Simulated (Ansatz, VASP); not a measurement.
**Ge in VASP and in Ansatz**

The input INCAR:

```
ALGO = Normal
EDIFF = 1E-6
ENCUT = 520
GGA = CA
ISIF = 2
ISMEAR = -1
LASPH = T
LCHARG = F
LREAL = F
LWAVE = F
NBANDS = 21
NELM = 100
PREC = Accurate
SIGMA = 0.05
```

The input KPOINTS:

```
k-points
0
Gamma
  10 10 10
```

The input POSCAR:

```
Ge
1.0
    0.0000000000      2.8475041221      2.8475041221
    2.8475041221      0.0000000000      2.8475041221
    2.8475041221      2.8475041221      0.0000000000
Ge
2
Direct
    0.5000000000      0.5000000000      0.5000000000
    0.7500000000      0.7500000000      0.7500000000
```

Input for Ansatz:

```yaml
crystal:
  lattice:
    - [0.0, 2.8475041221, 2.8475041221]
    - [2.8475041221, 0.0, 2.8475041221]
    - [2.8475041221, 2.8475041221, 0.0]
  atoms:
    - { symbol: Ge, position: [0.5, 0.5, 0.5] }
    - { symbol: Ge, position: [0.75, 0.75, 0.75] }
kpoints:
  mp_grid: { grid: [10, 10, 10] }
  band_path:
    path:
      - [0.0, 0.0, 0.0]
      - [0.5, 0.0, 0.5]
      - [0.625, 0.25, 0.625]
      - [0.375, 0.375, 0.75]
      - [0.0, 0.0, 0.0]
      - [0.5, 0.5, 0.5]
      - [0.5, 0.25, 0.75]
      - [0.5, 0.0, 0.5]
    npoints: 5
scf:
  occupations: { method: fermi_dirac, width: 0.05 }
hamiltonian:
  xc: lda
  pseudopotentials: { kind: all_electron, lapw: { basis_error: 0.00025 } }
output:
  forces: true
  stress: true
  eigenvalues: true
```

Change from the starting cell: volume scaled by 1.02.

Alike in both runs: task single point; functional LDA; k mesh 10 × 10 × 10; occupations fermi-dirac, width 0.05 eV; no spin polarisation.

|  | VASP | Ansatz |
| --- | --- | --- |
| version | VASP 6.6.1 | Ansatz 0.2.0 |
| potentials or method | VASP PAW LDA potentials, release 64 (Ge_d), cutoff 520 eV | all-electron LAPW, scalar-relativistic |

VASP gave:

| Item | Value |
| --- | --- |
| pressure (GPa) | -2.4 |

**Question.** Estimate Ansatz's values.

**Answer.** Pressure (GPa): -2.5.

LDA's correlation is that of Perdew and Zunger in VASP and of Perdew and Wang (1992) in Ansatz. Ansatz ran all-electron here, and VASP with PAW potentials.
